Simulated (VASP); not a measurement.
# Sb (R-3m) in VASP: further runs

Aim: see how the results for Sb move with the level of theory and the settings. Levels: PBE, LDA. Tasks: single point.

Program: VASP 6.6.1. These are calculated values, not measurements. Logs are shortened: lines on timing, memory, paths and dates and some standing lists are left out, and cuts for length are marked.

**1. The cell of the first run**

It takes space group R-3m (No. 166, trigonal). The conventional cell has a = 4.308 Å, b = 4.308 Å, c = 11.274 Å, α = 90.00°, β = 90.00°, γ = 120.00°. Within 3.8 Å of Sb (site symmetry 3m) lie 6 Sb at 2.91 to 3.35 Å.

**2. Single point, PBE, non-collinear spin, zero start, spin-orbit coupling**

File INCAR:

```
SYSTEM = Sb
PREC     = Accurate       ! precision mode
ENCUT    = 520            ! plane-wave cutoff, eV
EDIFF    = 1E-6           ! SCF threshold, eV
ISMEAR   = 0              ! smearing method
SIGMA    = 0.03           ! smearing width, eV
LREAL    = .False.        ! projectors in reciprocal space
LASPH    = .True.         ! aspherical terms in the spheres
NELM     = 150            ! most SCF steps
ALGO     = Normal         ! electronic algorithm
ISIF     = 2              ! what is computed and relaxed
LWAVE    = .False.        ! write WAVECAR
LCHARG   = .False.        ! write CHGCAR
LNONCOLLINEAR= .True.         ! non-collinear magnetism
MAGMOM   = 0 0 0 0 0 0    ! initial moments
LORBIT   = 11             ! projections on sites
LSORBIT  = .True.         ! spin-orbit coupling
GGA_COMPAT= .False.      
LORBMOM  = .True.       
GGA      = PE             ! functional
NBANDS   = 22             ! bands
```

File KPOINTS:

```
regular mesh
0
Gamma
  12 12 12
  0 0 0
```

File POSCAR:

```
Sb
1.0
    2.1542000000      1.2437279500      3.7580000000
   -2.1542000000      1.2437279500      3.7580000000
    0.0000000000     -2.4874559000      3.7580000000
Sb
2
Direct
    0.2334900000      0.2334900000      0.2334900000
    0.7665100000      0.7665100000      0.7665100000
```

Potentials or basis: VASP PAW PBE potentials, release 64 (Sb).

The run is started by

```console
$ cat potpaw_PBE.64/Sb/POTCAR > POTCAR
$ mpirun -np 1 vasp_ncl > vasp.out
```

OUTCAR:

```text
SYSTEM = Sb
   PREC = Accurate
   ENCUT = 520
   EDIFF = 1E-6
   ISMEAR = 0
   LREAL = .False.
   LASPH = .True.
   NELM = 150
   ISIF = 2
   LNONCOLLINEAR = .True.
   LORBIT = 11
   LSORBIT = .True.
   GGA = PE

 ion  position               nearest neighbor table
   1  0.233  0.233  0.233-   2 2.91   2 2.91   2 2.91   2 3.35   2 3.35   2 3.35
   2  0.767  0.767  0.767-   1 2.91   1 2.91   1 2.91   1 3.35   1 3.35   1 3.35

  LATTYP: Found a trigonal (rhomboedric) cell.
 ALAT       =     4.5066618304
 COS(alpha) =     0.5430253623

  Lattice vectors:

 A1 = (   2.1542000000,   1.2437279500,   3.7580000000)
 A2 = (  -2.1542000000,   1.2437279500,   3.7580000000)
 A3 = (   0.0000000000,  -2.4874559000,   3.7580000000)

Analysis of symmetry for initial positions (statically):
=====================================================================
 Subroutine PRICEL returns:
 Original cell was already a primitive cell.

 Routine SETGRP: Setting up the symmetry group for a
 trigonal (rhombohedral) supercell.

 Subroutine GETGRP returns: Found 12 space group operations
 (whereof 12 operations were pure point group operations)
 out of a pool of 12 trial point group operations.

The static configuration has the point symmetry D_3d.

Analysis of symmetry for dynamics (positions and initial velocities):
=====================================================================
 Subroutine PRICEL returns:
 Original cell was already a primitive cell.

 Routine SETGRP: Setting up the symmetry group for a
 trigonal (rhombohedral) supercell.

 Subroutine GETGRP returns: Found 12 space group operations
 (whereof 12 operations were pure point group operations)
 out of a pool of 12 trial point group operations.

The dynamic configuration has the point symmetry D_3d.

Analysis of structural, dynamic, and magnetic symmetry:
=====================================================================
 Subroutine PRICEL returns:
 Original cell was already a primitive cell.

 Routine SETGRP: Setting up the symmetry group for a
 trigonal (rhombohedral) supercell.

 Subroutine GETGRP returns: Found 12 space group operations
 (whereof 12 operations were pure point group operations)
 out of a pool of 12 trial point group operations.

The overall configuration has the point symmetry D_3d.

 Subroutine INISYM returns: Found 12 space group operations
 (whereof 12 operations are pure point group operations),
 and found     1 'primitive' translations

----------------------------------------------------------------------------------------

                                     Primitive cell

  volume of cell :      60.4115

  direct lattice vectors                    reciprocal lattice vectors
     2.154200000  1.243727950  3.758000000     0.232104726  0.134005726  0.088699663
    -2.154200000  1.243727950  3.758000000    -0.232104726  0.134005726  0.088699663
     0.000000000 -2.487455900  3.758000000     0.000000000 -0.268011452  0.088699663

  length of vectors
     4.506661830  4.506661830  4.506661830     0.282307932  0.282307932  0.282307932

  position of ions in fractional coordinates (direct lattice)
     0.233490000  0.233490000  0.233490000
     0.766510000  0.766510000  0.766510000

  ion indices of the primitive-cell ions
   primitive index   ion index
                 1           1
                 2           2

----------------------------------------------------------------------------------------

 KPOINTS: regular mesh

Automatic generation of k-mesh.
 Grid dimensions read from file:
 generate k-points for:   12   12   12

 Generating k-lattice:

  Cartesian coordinates                     Fractional coordinates (reciprocal lattice)
     0.019342060  0.011167144  0.007391639     0.083333333 -0.000000000  0.000000000
    -0.019342060  0.011167144  0.007391639    -0.000000000  0.083333333  0.000000000
     0.000000000 -0.022334288  0.007391639     0.000000000  0.000000000  0.083333333

  Length of vectors
     0.023525661  0.023525661  0.023525661

  Shift w.r.t. Gamma in fractional coordinates (k-lattice)
     0.000000000  0.000000000  0.000000000

 Subroutine IBZKPT returns following result:
 ===========================================

 Found    189 irreducible k-points:

 Following reciprocal coordinates:
            Coordinates               Weight
  0.000000  0.000000  0.000000      1.000000
  0.083333  0.000000  0.000000      6.000000
  0.166667  0.000000  0.000000      6.000000
  0.250000  0.000000  0.000000      6.000000
  0.333333  0.000000 -0.000000      6.000000
  0.416667  0.000000  0.000000      6.000000
[... 55 lines left out ...]
   IMIX   =      4    mixing-type and parameters
     AMIX     =   0.40;   BMIX     =  1.00
     AMIX_MAG =   1.60;   BMIX_MAG =  1.00
  volume/ion in A,a.u.               =      30.21       203.84
  Fermi-wavevector in a.u.,A,eV,Ry     =   0.898880  1.698637 10.993305  0.807985
  Thomas-Fermi vector in A             =   2.021644
   LORBIT       =     11    0 simple, 1 ext, 2 COOP (PROOUT), +10 PAW based schemes
   GGA     = PE    functional components
   LHFCALC =     F    Hartree Fock is set to
   AEXX    =    0.0000 exact exchange contribution
   IVDW    =     0    specifies the selected vdW correction
   LEPSILON=     F    determine dielectric tensor
   LRPA    =     F    only Hartree local field effects (RPA)
 Gauss-broadening in eV      SIGMA  =   0.03
  energy-cutoff  :      520.00
  volume of cell :       60.41
 maximum number of plane-waves:      3282
 NGX is ok and might be reduce to    36
   NGX = 17   NGY = 17   NGZ = 17

 number of electron      10.0000000 magnetization       0.0000000      0.0000000      0.0000000

 number of electron      10.0000000 magnetization       0.0000000     -0.0000000     -0.0000000

 number of electron      10.0000000 magnetization      -0.0000000      0.0000000      0.0000000

 Free energy of the ion-electron system (eV)
  ---------------------------------------------------
  ext. energy  EPLUGINS =         0.00000000
  ---------------------------------------------------
  free energy    TOTEN  =        -8.38397428 eV

  energy without entropy =       -8.38388352  energy(sigma->0) =       -8.38392890

 E-fermi :   7.3183     XC(G=0):  -9.5262

 val. band max:        7.3039573808   @ k =   0.5000   0.5000   0.5000
 cond. band min:       7.3369044549   @ k =   0.3333   0.1667   0.1667
 fundamental gap:      0.0329470741
 Fermi energy:         7.3183274116

 k-point     1 :       0.0000    0.0000    0.0000
  band No.  band energies     occupation
      1      -5.4319      1.00000
      2      -5.4319      1.00000
      3       2.5065      1.00000
      4       2.5065      1.00000
      5       4.8791      1.00000
      6       4.8791      1.00000
[... 589 lines left out ...]
     21      14.9471      0.00000
     22      14.9471      0.00000

 [... further k-points ...]

------------------------ aborting loop because EDIFF is reached ----------------------------------------

  FORCE on cell =-STRESS in cart. coord.  units (eV):
  Direction    XX          YY          ZZ          XY          YZ          ZX
  --------------------------------------------------------------------------------------
  -------------------------------------------------------------------------------------
  Total        1.1701652      1.1701652      0.9514325     -0.0000000     -0.0000000     -0.0000000
  in kB       31.0340392     31.0340392     25.2330131     -0.0000000     -0.0000000     -0.0000000
  external PRESSURE =      29.1003638 kB  Pullay stress =       0.0000000 kB

 VOLUME and BASIS-vectors are now :
 -----------------------------------------------------------------------------
  energy-cutoff  :      520.00
  volume of cell :       60.41
      direct lattice vectors                 reciprocal lattice vectors
     2.154200000  1.243727950  3.758000000     0.232104726  0.134005726  0.088699663
    -2.154200000  1.243727950  3.758000000    -0.232104726  0.134005726  0.088699663
     0.000000000 -2.487455900  3.758000000     0.000000000 -0.268011452  0.088699663

 POSITION                                       TOTAL-FORCE (eV/Angst)
 -----------------------------------------------------------------------------------
      0.00000      0.00000      2.63237         0.000000     -0.000000      0.236924
      0.00000      0.00000      8.64163         0.000000      0.000000     -0.236924
 -----------------------------------------------------------------------------------
    total drift:                               -0.000000      0.000000     -0.000000

  FREE ENERGIE OF THE ION-ELECTRON SYSTEM (eV)
  ---------------------------------------------------
  free  energy   TOTEN  =        -8.3839742811 eV

  energy  without entropy=       -8.3838835165  energy(sigma->0) =       -8.38392890

 orbital moment (x)

 # of ion     p       d       tot
 ----------------------------------------
  1        -0.000  -0.000  -0.000
  2        -0.000  -0.000  -0.000
 ----------------------------------------
           -0.000  -0.000  -0.000

 orbital moment (y)

 # of ion     p       d       tot
 ----------------------------------------
  1         0.000   0.000   0.000
  2         0.000  -0.000   0.000
 ----------------------------------------
            0.000  -0.000   0.000

 orbital moment (z)

 # of ion     p       d       tot
 ----------------------------------------
  1         0.000   0.000   0.000
  2         0.000   0.000   0.000
 ----------------------------------------
            0.000   0.000   0.000

 Spin-Orbit-Coupling matrix elements

 Ion:    1  E_soc:     -0.1364058
 l=   1
     0.0000000    -0.0227386    -0.0223821
    -0.0227386     0.0000000    -0.0227386
    -0.0223821    -0.0227386     0.0000000
 l=   2
     0.0000000    -0.0000247     0.0000000    -0.0000247    -0.0000866
    -0.0000247     0.0000000    -0.0000644    -0.0000296    -0.0000247
     0.0000000    -0.0000644     0.0000000    -0.0000644     0.0000000
    -0.0000247    -0.0000296    -0.0000644     0.0000000    -0.0000247
    -0.0000866    -0.0000247     0.0000000    -0.0000247     0.0000000
 l=   3
     0.0000000     0.0000000     0.0000000     0.0000000     0.0000000     0.0000000     0.0000000
     0.0000000     0.0000000     0.0000000     0.0000000     0.0000000     0.0000000     0.0000000
     0.0000000     0.0000000     0.0000000     0.0000000     0.0000000     0.0000000     0.0000000
     0.0000000     0.0000000     0.0000000     0.0000000     0.0000000     0.0000000     0.0000000
     0.0000000     0.0000000     0.0000000     0.0000000     0.0000000     0.0000000     0.0000000
     0.0000000     0.0000000     0.0000000     0.0000000     0.0000000     0.0000000     0.0000000
     0.0000000     0.0000000     0.0000000     0.0000000     0.0000000     0.0000000     0.0000000

 Ion:    2  E_soc:     -0.1364058
 l=   1
     0.0000000    -0.0227386    -0.0223821
    -0.0227386     0.0000000    -0.0227386
    -0.0223821    -0.0227386     0.0000000
 l=   2
     0.0000000    -0.0000247     0.0000000    -0.0000247    -0.0000866
    -0.0000247     0.0000000    -0.0000644    -0.0000296    -0.0000247
     0.0000000    -0.0000644     0.0000000    -0.0000644     0.0000000
    -0.0000247    -0.0000296    -0.0000644     0.0000000    -0.0000247
    -0.0000866    -0.0000247     0.0000000    -0.0000247     0.0000000
 l=   3
     0.0000000     0.0000000     0.0000000     0.0000000     0.0000000     0.0000000     0.0000000
     0.0000000     0.0000000     0.0000000     0.0000000     0.0000000     0.0000000     0.0000000
     0.0000000     0.0000000     0.0000000     0.0000000     0.0000000     0.0000000     0.0000000
     0.0000000     0.0000000     0.0000000     0.0000000     0.0000000     0.0000000     0.0000000
     0.0000000     0.0000000     0.0000000     0.0000000     0.0000000     0.0000000     0.0000000
     0.0000000     0.0000000     0.0000000     0.0000000     0.0000000     0.0000000     0.0000000
     0.0000000     0.0000000     0.0000000     0.0000000     0.0000000     0.0000000     0.0000000

 total charge

# of ion       s       p       d       tot
------------------------------------------
    1        1.213   1.155   0.036   2.404
    2        1.213   1.155   0.036   2.404
--------------------------------------------------
tot          2.426   2.310   0.072   4.808

 magnetization (x)

# of ion       s       p       d       tot
------------------------------------------
    1        0.000   0.000  -0.000  -0.000
    2        0.000   0.000  -0.000  -0.000
--------------------------------------------------
tot          0.000   0.000  -0.000  -0.000

 magnetization (y)

# of ion       s       p       d       tot
------------------------------------------
    1        0.000   0.000   0.000   0.000
    2        0.000   0.000  -0.000   0.000
--------------------------------------------------
tot          0.000   0.000   0.000   0.000

 magnetization (z)

# of ion       s       p       d       tot
------------------------------------------
    1        0.000   0.000   0.000   0.000
    2        0.000   0.000   0.000   0.000
--------------------------------------------------
tot          0.000   0.000   0.000   0.000
```

Run time: 3 min. Hardware: 1 thread of Intel Xeon 6975P-C (Granite Rapids), shared host; peak memory 0.59 GiB.

Results:

- Free energy: -8.3840 eV
- Pressure: 2.9 GPa
- Largest force: 0.237 eV/Å
- Net moment: 0.00 μB per cell
- Valence electrons inside the program's atomic spheres: Sb 2.40

Forces in eV/Å, atoms in the order of the input:
```
Sb   0.000  0.000  0.237
Sb   0.000  0.000 -0.237
```

Moments on the atoms (μB; x, y, z):
```
Sb  0.00 0.00 0.00
Sb  0.00 0.00 0.00
```

(Part 1 of 2 ends here.)
